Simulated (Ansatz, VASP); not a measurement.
# Two plane-wave programs on MgO

```
Mg O
1.0
     2.10220    2.10220    0.00000
    -2.10220    2.10220    0.00000
     0.17838    0.17838    4.20440
Mg O
2 2
Direct
  0.00000 0.00000 0.00000
  0.50000 0.50000 0.50000
  0.50000 0.50000 0.00000
  0.00000 0.00000 0.50000
```

Change from the starting cell: shear of c along a, cell held, atoms relaxed: +6.0 %.

Alike in both runs: task single point; functional r2SCAN; k mesh 8 × 8 × 6; occupations gaussian, width 0.02 eV; no spin polarisation.

```csv
,VASP,Ansatz
version,VASP 6.6.1,Ansatz 0.2.0
potentials or method,"VASP PAW PBE potentials, release 64 (Mg, O), cutoff 520 eV","scalar-relativistic, plane waves, PAW"
valence electrons in the cell,16,32
```

Ansatz gave:

* gap on the k mesh at the Fermi level (eV): 5.41
* least direct gap on the mesh (eV): 5.41
* pressure (GPa): 0.0
* traceless stress, the component that is largest in VASP (GPa): -6.60

Problem. Which values does VASP return?

Solution. gap on the k mesh at the Fermi level (eV): 5.38; least direct gap on the mesh (eV): 5.38; pressure (GPa): -1.1; traceless stress, the component that is largest in VASP (GPa): -6.65.

VASP's potentials were made for PBE, not for r2SCAN. VASP's potentials hold 16 valence electrons a cell and Ansatz's 32, so a difference there can come from the potentials and not from the codes.
